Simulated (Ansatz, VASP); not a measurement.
**BN: VASP beside Ansatz**

File INCAR:

```
PREC     = Accurate       # precision mode
ENCUT    = 520            # plane-wave cutoff, eV
EDIFF    = 1E-6           # SCF threshold, eV
ISMEAR   = 0              # smearing method
SIGMA    = 0.02           # smearing width, eV
LREAL    = False          # projectors in reciprocal space
LASPH    = True           # aspherical terms in the spheres
NELM     = 60             # most SCF steps
ALGO     = Normal         # electronic algorithm
ISIF     = 2              # what is computed and relaxed
LWAVE    = False          # write WAVECAR
LCHARG   = False          # write CHGCAR
GGA      = PE             # functional
IBRION   = 2              # ionic algorithm
NSW      = 60             # ionic steps
EDIFFG   = -0.002         # ionic threshold
```

KPOINTS

```
regular mesh
0
Gamma
  9 9 6
```

The input POSCAR:

```
BN
1.0
    2.5157504731      0.0000000000      0.0000000000
   -1.2578752366      2.1787038193      0.0000000000
    0.0000000000      0.0000000000      4.2312112577
B N
2 2
Direct
    0.3333333333      0.6666666667     -0.0001063907
    0.6666666667      0.3333333333      0.4998936093
    0.3333333333      0.6666666667      0.3741063907
    0.6666666667      0.3333333333      0.8741063907
```

Input for Ansatz:

```yaml
crystal:
  lattice:
    - [2.5157504731, 0.0, 0.0]
    - [-1.2578752366, 2.1787038193, 0.0]
    - [0.0, 0.0, 4.2312112577]
  atoms:
    - { symbol: B, position: [0.3333333333, 0.6666666667, -0.0001063907] }
    - { symbol: B, position: [0.6666666667, 0.3333333333, 0.4998936093] }
    - { symbol: "N", position: [0.3333333333, 0.6666666667, 0.3741063907] }
    - { symbol: "N", position: [0.6666666667, 0.3333333333, 0.8741063907] }
basis:
  ecutwfc: 420
kpoints:
  mp_grid: { grid: [9, 9, 6] }
hamiltonian:
  xc: pbe
  pseudopotentials: { kind: paw, azcp: { folder: soft_1 } }
scf:
  occupations: { method: gaussian, width: 0.02 }
output:
  forces: true
  stress: true
  eigenvalues: true
relax:
  adjacent_minimum: "off"
  f_tol: 0.002
  max_steps: 40
```

Change from the starting cell: strained cell.

Alike in both runs: task relaxation of the atoms; functional PBE; k mesh 9 × 9 × 6; occupations gaussian, width 0.02 eV; no spin polarisation.

|  | VASP | Ansatz |
| --- | --- | --- |
| version | VASP 6.6.1 | Ansatz 0.2.0 |
| potentials or method | VASP PAW PBE potentials, release 64 (B, N), cutoff 520 eV | scalar-relativistic, plane waves, PAW |
| valence electrons in the cell | 16 | 16 |

VASP gave:

```
gap on the k mesh at the Fermi level, each at its own relaxed structure (eV) : 5.07
```

Problem. Estimate Ansatz's values.

Solution. gap on the k mesh at the Fermi level, each at its own relaxed structure (eV): 5.09.

Ansatz's warnings: stress scf threshold loose.
